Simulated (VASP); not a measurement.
The system is Rh.

```
Rh
1.0
     2.49932    0.00000    0.00000
    -1.24966    2.16447    0.00000
     0.00000    0.00000    4.02426
Rh
2
Direct
  0.66667 0.33333 0.75000
  0.33333 0.66667 0.25000
```

Base run:

| Property | Result |
| --- | --- |
| Program | VASP 6.6.1 |
| Functional | LDA |
| Potentials or basis | VASP PAW LDA potentials, release 64 (Rh_pv) |
| Cutoff | 520 eV |
| k mesh | 21 × 21 × 12 |
| Occupations | gaussian, width 0.15 eV |
| Spin | collinear spin, ferromagnetic start |
| Starting moments | [0.375, 0.375] μB |
| Fixed moment | 0.75 μB |

Its results: pressure 106.1 GPa; site moments Rh +0.36 μB.

**Question.** The run is repeated on the same cell with these changes: fixed moment from 0.75 μB to 1.5 μB; moments at the start from [0.38, 0.38] to [0.75, 0.75]. What comes out?

**Answer.** Pressure 110.7 GPa; site moments Rh +0.73 μB.

Caveats: the total moment is fixed, so each spin has its own Fermi level.
